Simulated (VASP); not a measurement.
PbS:

```
Pb S
1.0
     4.15401    0.00000    0.00000
    -2.07700    3.59748    0.00000
     0.00000    0.00000    7.35958
Pb S
2 2
Direct
  0.00000 0.00000 0.00000
  0.00000 0.00000 0.50000
  0.33333 0.66667 0.25000
  0.66667 0.33333 0.75000
```

| Quantity | Value |
| --- | --- |
| Program | VASP 6.6.1 |
| Task | relaxation of cell and atoms |
| Functional | LDA |
| Potentials or basis | VASP PAW LDA potentials, release 64 (Pb_d, S) |
| Cutoff | 500 eV |
| k mesh | 6 × 6 × 4 |
| Occupations | fermi-dirac, width 0.02 eV |
| Spin | no spin polarisation |

At the start: pressure -4.4 GPa; volume 27.50 Å³/atom.

Where does the relaxation end?

Over 9 steps the energy falls by 32.7 meV/atom and the volume is 25.24 Å³/atom (-8.2 %); space group P6_3/mmc (No. 194, to 0.05 Å).

The path:
| step | energy change (eV) | largest force (eV/Å) | pressure (GPa) | volume (Å³) |
| --- | --- | --- | --- | --- |
| 1 | 0.0000 | 0.0000 | -4.39 | 109.98 |
| 2 | -0.1111 | 0.0000 | 1.97 | 98.41 |
| 3 | -0.1285 | 0.0000 | -0.04 | 101.30 |
| 4 | -0.1285 | 0.0000 | 0.06 | 101.13 |
| 5 | -0.1297 | 0.0000 | 0.08 | 101.04 |
| 6 | -0.1308 | 0.0000 | 0.11 | 100.74 |
| 7 | -0.1308 | 0.0000 | 0.10 | 100.78 |
| 8 | -0.1308 | 0.0000 | -0.12 | 101.13 |
| 9 | -0.1309 | 0.0000 | -0.01 | 100.95 |

Final structure:
```xyz
4
Lattice="4.0186 0.0000 0.0000 -2.0093 3.4802 0.0000 0.0000 0.0000 7.2181" Properties=species:S:1:pos:R:3 pbc="T T T"
Pb    0.0000    0.0000    0.0000
Pb    0.0000    0.0000    3.6091
S     0.0000    2.3201    1.8045
S     2.0093    1.1601    5.4136
```
